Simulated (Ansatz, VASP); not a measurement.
# AlN in VASP and in Ansatz

INCAR

```
SYSTEM = AlN
PREC     = Accurate       ! precision mode
ENCUT    = 520            ! plane-wave cutoff, eV
EDIFF    = 1E-6           ! SCF threshold, eV
ISMEAR   = 0              ! smearing method
SIGMA    = 0.05           ! smearing width, eV
LREAL    = .False.        ! projectors in reciprocal space
LASPH    = .True.         ! aspherical terms in the spheres
NELM     = 100            ! most SCF steps
ALGO     = Normal         ! electronic algorithm
ISIF     = 2              ! what is computed and relaxed
LWAVE    = .False.        ! write WAVECAR
LCHARG   = .False.        ! write CHGCAR
GGA      = CA             ! functional
NBANDS   = 16             ! bands
```

Contents of KPOINTS:

```
Automatic mesh
0
Gamma
  9 9 6
  0 0 0
```

POSCAR

```
AlN
1.0
    3.0631058397      0.0000000000      0.0000000000
   -1.5315529199      2.6527274717      0.0000000000
    0.0000000000      0.0000000000      4.9027355419
Al N
2 2
Direct
    0.3365483715      0.6730967429      0.0015212672
    0.6634516285      0.3269032571      0.5015212672
    0.3304644511      0.6609289023      0.3834787328
    0.6695355489      0.3390710977      0.8834787328
```

Input for Ansatz:

```yaml
crystal:
  lattice:
    - [3.0631058397, 0.0, 0.0]
    - [-1.5315529199, 2.6527274717, 0.0]
    - [0.0, 0.0, 4.9027355419]
  atoms:
    - { symbol: Al, position: [0.3365483715, 0.6730967429, 0.0015212672] }
    - { symbol: Al, position: [0.6634516285, 0.3269032571, 0.5015212672] }
    - { symbol: "N", position: [0.3304644511, 0.6609289023, 0.3834787328] }
    - { symbol: "N", position: [0.6695355489, 0.3390710977, 0.8834787328] }
basis:
  ecutwfc: 520.0
kpoints:
  mp_grid: { grid: [9, 9, 6] }
hamiltonian:
  xc: lda
scf:
  occupations: { method: gaussian, width: 0.05 }
output:
  forces: true
  stress: true
  eigenvalues: true
```

Change from the starting cell: mode 5 frozen in at +0.017 Å, equal normal strain along x, y and z -0.0083.

Alike in both runs: task single point; functional LDA; k mesh 9 × 9 × 6; occupations gaussian, width 0.05 eV; no spin polarisation.

```csv
,VASP,Ansatz
version,VASP 6.6.1,Ansatz 0.2.0
potentials or method,"VASP PAW LDA potentials, release 64 (Al, N), cutoff 520 eV","scalar-relativistic, plane waves, PAW"
valence electrons in the cell,16,16
```

|  | VASP | Ansatz | Ansatz less VASP |
| --- | --- | --- | --- |
| gap on the k mesh at the Fermi level (eV) | 4.65 | 4.64 | -0.005 |
| least direct gap on the mesh (eV) | 4.65 | 4.64 | -0.005 |
| pressure (GPa) | 6.2 | 5.5 | -0.68 |
| traceless stress, the component that is largest in VASP (GPa) | -0.29 | -0.26 | +0.026 |
| rms of the force components (eV/Å) | 0.044 | 0.045 | 0.0000 |

LDA's correlation is that of Perdew and Zunger in VASP and of Perdew and Wang (1992) in Ansatz. Atom by atom the forces differ by 0.000 eV/Å (rms over components).
